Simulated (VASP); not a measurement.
# Al4NF (P-6m2) in VASP: notebook

The runs below take Al4NF through single point, relaxation of cell and atoms, with PBE.

Everything below comes from runs of VASP 6.6.1. Logs are shortened: lines on timing, memory, paths and dates and some standing lists are left out, and cuts for length are marked.

## Step 1: The cell of the first run

It takes space group P-6m2 (No. 187, hexagonal). The conventional cell has a = 6.416 Å, b = 6.416 Å, c = 2.856 Å, α = 90.00°, β = 90.00°, γ = 120.00°. Within 3.4 Å of Al (site symmetry -6m2) lie 8 Al at 2.56 to 2.86 Å. Within 2.9 Å of Al (site symmetry mm2) lie 2 N at 2.13 Å and 6 Al at 2.56 to 2.86 Å. N (site symmetry -6m2) has 6 Al at 2.13 Å and 2 N at 2.86 Å within 2.9 Å. Within 3.8 Å of F (site symmetry -6m2) lie 2 F at 2.86 Å and 15 Al at 3.52 to 3.70 Å and 3 N at 3.70 Å.

The cell was built from a structure type or drawn by symmetry, and may not be a known phase.

## Step 2: Single point, PBE

Input file INCAR:

```
PREC = Accurate ; ENCUT = 520
EDIFF = 1E-6 ; ISMEAR = 0
SIGMA = 0.1 ; LREAL = F
LASPH = T ; NELM = 60
ALGO = Normal ; ISIF = 2
LWAVE = F ; LCHARG = F
GGA = PE ; NBANDS = 21
```

Input file KPOINTS:

```
Automatic mesh
0
Gamma
  6 6 14
```

Input file POSCAR:

```
Al4NF
1.0
    6.4155462395      0.0000000000      0.0000000000
   -3.2077731198      5.5560260226      0.0000000000
    0.0000000000      0.0000000000      2.8563470776
Al N F
4 1 1
Direct
    0.6666666667      0.3333333333      0.0000000000
    0.0493728424      0.5246864212      0.5000000000
    0.4753135788      0.5246864212      0.5000000000
    0.4753135788      0.9506271576      0.5000000000
    0.3333333333      0.6666666667      0.0000000000
    0.0000000000      0.0000000000      0.0000000000
```

Potentials or basis: VASP PAW PBE potentials, release 64 (Al, N, F).

Started as:

```sh
cat potpaw_PBE.64/Al/POTCAR potpaw_PBE.64/N/POTCAR potpaw_PBE.64/F/POTCAR > POTCAR
mpirun -np 1 vasp_std > vasp.out
```

OUTCAR:

```text
PREC = Accurate
   ENCUT = 520
   EDIFF = 1E-6
   ISMEAR = 0
   LREAL = F
   LASPH = T
   NELM = 60
   ISIF = 2
   GGA = PE

 ion  position               nearest neighbor table
   1  0.667  0.333  0.000-   2 2.56   2 2.56   4 2.56   4 2.56   3 2.56   3 2.56
   2  0.049  0.525  0.500-   5 2.13   5 2.13   1 2.56   1 2.56   3 2.73   4 2.73
   3  0.475  0.525  0.500-   5 2.13   5 2.13   1 2.56   1 2.56   2 2.73   4 2.73
   4  0.475  0.951  0.500-   5 2.13   5 2.13   1 2.56   1 2.56   2 2.73   3 2.73
   5  0.333  0.667  0.000-   2 2.13   2 2.13   4 2.13   4 2.13   3 2.13   3 2.13
   6  0.000  0.000  0.000-

  LATTYP: Found a hexagonal cell.
 ALAT       =     6.4155462395
 C/A-ratio  =     0.4452227404

  Lattice vectors:

 A1 = (   6.4155462395,   0.0000000000,   0.0000000000)
 A2 = (  -3.2077731198,   5.5560260226,   0.0000000000)
 A3 = (   0.0000000000,   0.0000000000,   2.8563470776)

Analysis of symmetry for initial positions (statically):
=====================================================================
 Subroutine PRICEL returns:
 Original cell was already a primitive cell.

 Routine SETGRP: Setting up the symmetry group for a
 hexagonal supercell.

 Subroutine GETGRP returns: Found 12 space group operations
 (whereof 12 operations were pure point group operations)
 out of a pool of 24 trial point group operations.

The static configuration has the point symmetry D_3h.

Analysis of symmetry for dynamics (positions and initial velocities):
=====================================================================
 Subroutine PRICEL returns:
 Original cell was already a primitive cell.

 Routine SETGRP: Setting up the symmetry group for a
 hexagonal supercell.

 Subroutine GETGRP returns: Found 12 space group operations
 (whereof 12 operations were pure point group operations)
 out of a pool of 24 trial point group operations.

The dynamic configuration has the point symmetry D_3h.

 Subroutine INISYM returns: Found 12 space group operations
 (whereof 12 operations are pure point group operations),
 and found     1 'primitive' translations

----------------------------------------------------------------------------------------

                                     Primitive cell

  volume of cell :     101.8143

  direct lattice vectors                    reciprocal lattice vectors
     6.415546240  0.000000000  0.000000000     0.155871373  0.089992379  0.000000000
    -3.207773120  5.556026023  0.000000000     0.000000000  0.179984758  0.000000000
     0.000000000  0.000000000  2.856347078     0.000000000  0.000000000  0.350097510

  length of vectors
     6.415546240  6.415546240  2.856347078     0.179984758  0.179984758  0.350097510

  position of ions in fractional coordinates (direct lattice)
     0.666666667  0.333333333  0.000000000
     0.049372842  0.524686421  0.500000000
     0.475313579  0.524686421  0.500000000
     0.475313579  0.950627158  0.500000000
     0.333333333  0.666666667  0.000000000
     0.000000000  0.000000000  0.000000000

  ion indices of the primitive-cell ions
   primitive index   ion index
                 1           1
                 2           2
                 3           3
                 4           4
                 5           5
                 6           6

----------------------------------------------------------------------------------------

 KPOINTS: Automatic mesh

Automatic generation of k-mesh.
 Grid dimensions read from file:
 generate k-points for:    6    6   14

 Generating k-lattice:

  Cartesian coordinates                     Fractional coordinates (reciprocal lattice)
     0.025978562  0.014998730  0.000000000     0.166666667 -0.000000000  0.000000000
     0.000000000  0.029997460  0.000000000     0.000000000  0.166666667  0.000000000
     0.000000000  0.000000000  0.025006965     0.000000000  0.000000000  0.071428571

  Length of vectors
     0.029997460  0.029997460  0.025006965

  Shift w.r.t. Gamma in fractional coordinates (k-lattice)
     0.000000000  0.000000000  0.000000000

 Subroutine IBZKPT returns following result:
 ===========================================

 Found     56 irreducible k-points:

 Following reciprocal coordinates:
            Coordinates               Weight
  0.000000  0.000000  0.000000      1.000000
  0.166667  0.000000  0.000000      6.000000
  0.333333  0.000000  0.000000      6.000000
  0.500000  0.000000  0.000000      3.000000
  0.166667  0.166667  0.000000      6.000000
  0.333333  0.166667  0.000000     12.000000
[... 16 lines left out ...]
  0.166667  0.000000  0.214286     12.000000
  0.333333  0.000000  0.214286     12.000000
 [... further k-points ...]
   k-points           NKPTS =     56   k-points in BZ     NKDIM =     56   number of bands    NBANDS=     21
   number of dos      NEDOS =    301   number of ions     NIONS =      6
   total plane-waves  NPLWV =  55296
   dimension x,y,z NGX =    48 NGY =   48 NGZ =   24
   dimension x,y,z NGXF=    96 NGYF=   96 NGZF=   48
   ions per type =               4   1   1
   NGX,Y,Z   is equivalent  to a cutoff of  12.44, 12.44, 13.97 a.u.
   NGXF,Y,Z  is equivalent  to a cutoff of  24.88, 24.88, 27.94 a.u.
 SYSTEM =  unknown system
   PREC   = accura    normal or accurate (medium, high low for compatibility)
   ISTART =      0    job   : 0-new  1-cont  2-samecut
   ICHARG =      2    charge: 1-file 2-atom 10-const
   ISPIN  =      1    spin polarized calculation?
   LNONCOLLINEAR =      F non collinear calculations
   LSORBIT =      F    spin-orbit coupling
   LASPH  =      T    aspherical Exc in radial PAW
   ENCUT  =  520.0 eV  38.22 Ry    6.18 a.u.  11.93 11.93  5.31*2*pi/ulx,y,z
   NELM   =     60;   NELMIN=  2; NELMDL= -5     # of ELM steps
   EDIFF  = 0.1E-05   stopping-criterion for ELM
   LREAL  =      F    real-space projection
   EDIFFG = 0.1E-04   stopping-criterion for IOM
   NSW    =      0    number of steps for IOM
   IBRION =     -1    ionic relax: 0-MD 1-quasi-New 2-CG
   NFREE  =      0    steps in history (QN), initial steepest desc. (CG)
   ISIF   =      2    stress and relaxation
   ISYM   =      2    0-nonsym 1-usesym 2-fastsym
   POTIM  = 0.5000    time-step for ionic-motion
   TEBEG  =    0.0;   TEEND  =   0.0 temperature during run
   PSTRESS=    0.0 pullay stress
   NELECT =      24.0000    total number of electrons
   NUPDOWN=      -1.0000    fix difference up-down
   EMIN   =  10.00;   EMAX   =-10.00  energy-range for DOS
   EFERMI =   0.00;   METHOD = LEGACY
   ISMEAR =     0;   SIGMA  =   0.10  broadening in eV -4-tet -1-fermi 0-gaus
   EFERMI_NEDOS =   21; number of points for ismear=-14 and -15
   IALGO  =     38    algorithm
   IMIX   =      4    mixing-type and parameters
     AMIX     =   0.40;   BMIX     =  1.00
     AMIX_MAG =   1.60;   BMIX_MAG =  1.00
  volume/ion in A,a.u.               =      16.97       114.51
  Fermi-wavevector in a.u.,A,eV,Ry     =   1.011290  1.911061 13.914774  1.022707
  Thomas-Fermi vector in A             =   2.144330
   LORBIT       =      0    0 simple, 1 ext, 2 COOP (PROOUT), +10 PAW based schemes
   GGA     = PE    functional components
   LHFCALC =     F    Hartree Fock is set to
   AEXX    =    0.0000 exact exchange contribution
   IVDW    =     0    specifies the selected vdW correction
   LEPSILON=     F    determine dielectric tensor
   LRPA    =     F    only Hartree local field effects (RPA)
 non-spin polarized calculation
 Gauss-broadening in eV      SIGMA  =   0.10
  energy-cutoff  :      520.00
  volume of cell :      101.81
 maximum number of plane-waves:      2772
 NGX is ok and might be reduce to    48
   NGX = 23   NGY = 23   NGZ = 11

 number of electron      24.0000013 magnetization

 Free energy of the ion-electron system (eV)
  ---------------------------------------------------
  ext. energy  EPLUGINS =         0.00000000
  ---------------------------------------------------
  free energy    TOTEN  =       -25.48171002 eV

  energy without entropy =      -25.46429422  energy(sigma->0) =      -25.47300212

 E-fermi :   4.7106     XC(G=0):  -9.1776

 val. band max:        4.6950723155   @ k =   0.3333   0.0000   0.0714
 cond. band min:       4.7124140453   @ k =   0.3333   0.1667   0.4286
 fundamental gap:      0.0173417299
 Fermi energy:         4.7106148016

 k-point     1 :       0.0000    0.0000    0.0000
  band No.  band energies     occupation
      1     -15.7549      2.00000
      2     -12.5504      2.00000
      3      -4.0438      2.00000
      4      -3.1028      2.00000
      5      -3.1028      2.00000
      6       0.5958      2.00000
[... 13 lines left out ...]
     20      11.7347      0.00000
     21      11.7356      0.00000

 k-point     2 :       0.1667    0.0000    0.0000
  band No.  band energies     occupation
      1     -15.7548      2.00000
      2     -12.5490      2.00000
      3      -4.2579      2.00000
      4      -3.1325      2.00000
      5      -2.7849      2.00000
      6       0.5371      2.00000
[... 13 lines left out ...]
     20      11.8765      0.00000
     21      12.1180      0.00000

 k-point     3 :       0.3333    0.0000    0.0000
  band No.  band energies     occupation
      1     -15.7543      2.00000
      2     -12.5462      2.00000
      3      -4.5320      2.00000
      4      -3.1889      2.00000
      5      -2.2330      2.00000
      6       0.1672      2.00000
[... 13 lines left out ...]
     20      11.8186      0.00000
     21      13.0661      0.00000
[... 457 lines left out ...]
 k-point    23 :       0.1667    0.0000    0.2143
  band No.  band energies     occupation
      1     -15.6811      2.00000
      2     -12.0630      2.00000
      3      -3.5255      2.00000
      4      -2.4905      2.00000
      5      -2.2545      2.00000
      6      -1.5920      2.00000
[... 13 lines left out ...]
     20      11.3049      0.00000
     21      11.3636      0.00000

 k-point    24 :       0.3333    0.0000    0.2143
  band No.  band energies     occupation
      1     -15.6807      2.00000
      2     -12.0606      2.00000
      3      -3.7640      2.00000
      4      -2.5410      2.00000
      5      -2.0044      2.00000
      6      -1.3858      2.00000
[... 13 lines left out ...]
     20      11.1425      0.00000
     21      11.4032      0.00000

 [... further k-points ...]

------------------------ aborting loop because EDIFF is reached ----------------------------------------

  FORCE on cell =-STRESS in cart. coord.  units (eV):
  Direction    XX          YY          ZZ          XY          YZ          ZX
  --------------------------------------------------------------------------------------
  -------------------------------------------------------------------------------------
  Total       -0.1024549     -0.1024549     -0.0660610      0.0000000     -0.0000000      0.0000000
  in kB       -1.6122568     -1.6122568     -1.0395537      0.0000000     -0.0000000      0.0000000
  external PRESSURE =      -1.4213558 kB  Pullay stress =       0.0000000 kB

 VOLUME and BASIS-vectors are now :
 -----------------------------------------------------------------------------
  energy-cutoff  :      520.00
  volume of cell :      101.81
      direct lattice vectors                 reciprocal lattice vectors
     6.415546240  0.000000000  0.000000000     0.155871373  0.089992379  0.000000000
    -3.207773120  5.556026023  0.000000000     0.000000000  0.179984758  0.000000000
     0.000000000  0.000000000  2.856347078     0.000000000  0.000000000  0.350097510

 POSITION                                       TOTAL-FORCE (eV/Angst)
 -----------------------------------------------------------------------------------
      3.20777      1.85201      0.00000         0.000000      0.000000     -0.000000
     -1.36632      2.91517      1.42817         0.017051      0.009845     -0.000000
      1.36632      2.91517      1.42817        -0.017051      0.009845     -0.000000
     -0.00000      5.28171      1.42817         0.000000     -0.019689      0.000000
     -0.00000      3.70402      0.00000         0.000000      0.000000     -0.000000
      0.00000      0.00000      0.00000         0.000000      0.000000     -0.000000
 -----------------------------------------------------------------------------------
    total drift:                                0.000001     -0.000000     -0.000000

  FREE ENERGIE OF THE ION-ELECTRON SYSTEM (eV)
  ---------------------------------------------------
  free  energy   TOTEN  =       -25.4817100178 eV

  energy  without entropy=      -25.4642942248  energy(sigma->0) =      -25.47300212
```

Run time: 82 s. Hardware: 1 thread of Intel Xeon Platinum 8488C (Sapphire Rapids), shared host; peak memory 0.28 GiB.

What came out:

```yaml
Free_energy: -25.4817 eV
Pressure: -0.1 GPa
Largest_force: 0.020 eV/Å
Band_gap_on_the_k_mesh: zero (bands 12 and 13 overlap by 1.29 eV)
```

Forces on the atoms (eV/Å):
```
Al   0.000  0.000  0.000
Al   0.017  0.010  0.000
Al  -0.017  0.010  0.000
Al   0.000 -0.020  0.000
N    0.000  0.000  0.000
F    0.000  0.000  0.000
```

[end of part 1 of 2]
